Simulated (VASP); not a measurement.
A run of VASP 6.6.1 is set up as follows.

The input INCAR:

```
SYSTEM = PbS
ALGO = Normal
EDIFF = 1E-6
ENCUT = 520
GGA = PE
ISIF = 2
ISMEAR = 0
LASPH = .True.
LCHARG = .False.
LREAL = .False.
LWAVE = .False.
NBANDS = 17
NELM = 100
PREC = Accurate
SIGMA = 0.05
```

File KPOINTS:

```
k-points
0
Gamma
  10 10 10
  0 0 0
```

POSCAR

```
PbS
1.0
    0.0000000000      3.3015230458      3.3015230458
    3.3015230458      0.0000000000      3.3015230458
    3.3015230458      3.3015230458      0.0000000000
Pb S
1 1
Direct
    0.0000000000      0.0000000000      0.0000000000
    0.2500000000      0.2500000000      0.2500000000
```

Potentials or basis: VASP PAW PBE potentials, release 64 (Pb_d, S).

Command:

```bash
$ cat potpaw_PBE.64/Pb_d/POTCAR potpaw_PBE.64/S/POTCAR > POTCAR
$ mpirun -np 1 vasp_std > vasp.out
```

Task: What does it give for the band gap on the k mesh?

Result: 0.84 eV, indirect (least direct gap 1.27 eV).

Task: Estimate the pressure.

Result: 0.7 GPa.

Caveat: spin-orbit coupling is left out, which moves the levels of the heavy elements. A k mesh can miss the band edges.
